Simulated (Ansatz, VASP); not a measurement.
## SnTe: VASP beside Ansatz

Contents of INCAR:

```
SYSTEM = SnTe
  PREC = Accurate
  ENCUT = 600
  EDIFF = 1E-6
  ISMEAR = 0
  SIGMA = 0.1
  LREAL = .FALSE.
  LASPH = .TRUE.
  NELM = 100
  ALGO = Normal
  ISIF = 3
  LWAVE = .FALSE.
  LCHARG = .FALSE.
  GGA = PE
  IBRION = 2
  NSW = 100
  EDIFFG = -0.01
```

File KPOINTS:

```
Automatic mesh
0
G
  18 18 14
  0 0 0
```

The input POSCAR:

```
SnTe
1.0
    4.1940062226      0.0000000000      0.0000000000
   -2.0970031113      3.6321159324      0.0000000000
    0.0000000000      0.0000000000      4.1729968920
Sn Te
1 1
Direct
    0.6666666667      0.3333333333      0.5000000000
    0.0000000000      0.0000000000      0.0000000000
```

Input for Ansatz:

```yaml
crystal:
  lattice:
    - [4.1940062226, 0.0, 0.0]
    - [-2.0970031113, 3.6321159324, 0.0]
    - [0.0, 0.0, 4.172996892]
  atoms:
    - { symbol: Sn, position: [0.6666666667, 0.3333333333, 0.5] }
    - { symbol: Te, position: [0.0, 0.0, 0.0] }
basis:
  ecutwfc: 420
kpoints:
  mp_grid: { grid: [18, 18, 14] }
hamiltonian:
  xc: pbe
scf:
  occupations: { method: gaussian, width: 0.1 }
output:
  forces: true
  stress: true
  eigenvalues: true
relax:
  adjacent_minimum: "off"
  f_tol: 0.01
  max_steps: 80
  cell: { stress_tol: 0.05 }
```

Change from the starting cell: species swapped into the WC type (P-6m2, No. 187).

Alike in both runs: task relaxation of cell and atoms; functional PBE; k mesh 18 × 18 × 14; occupations gaussian, width 0.1 eV; no spin polarisation.

|  | VASP | Ansatz |
| --- | --- | --- |
| version | VASP 6.6.1 | Ansatz 0.2.0 |
| potentials or method | VASP PAW PBE potentials, release 64 (Sn_d, Te), cutoff 600 eV | scalar-relativistic, plane waves, PAW |
| valence electrons in the cell | 20 | 30 |

|  | VASP | Ansatz | Ansatz less VASP |
| --- | --- | --- | --- |
| gap on the k mesh at the Fermi level, each at its own relaxed structure (eV) | none | none | - |
| relaxed volume (Å³/atom) | 32.98 | 32.94 | -0.033 |
| relaxed length of the cell vector where the two differ most in proportion (Å) | 4.279 | 4.275 | -0.0039 |

A gap of «none» marks a metal or a gap that the smearing closes. VASP's potentials hold 20 valence electrons a cell and Ansatz's 30, so a difference there can come from the potentials and not from the codes.

Spin-orbit coupling is off throughout.
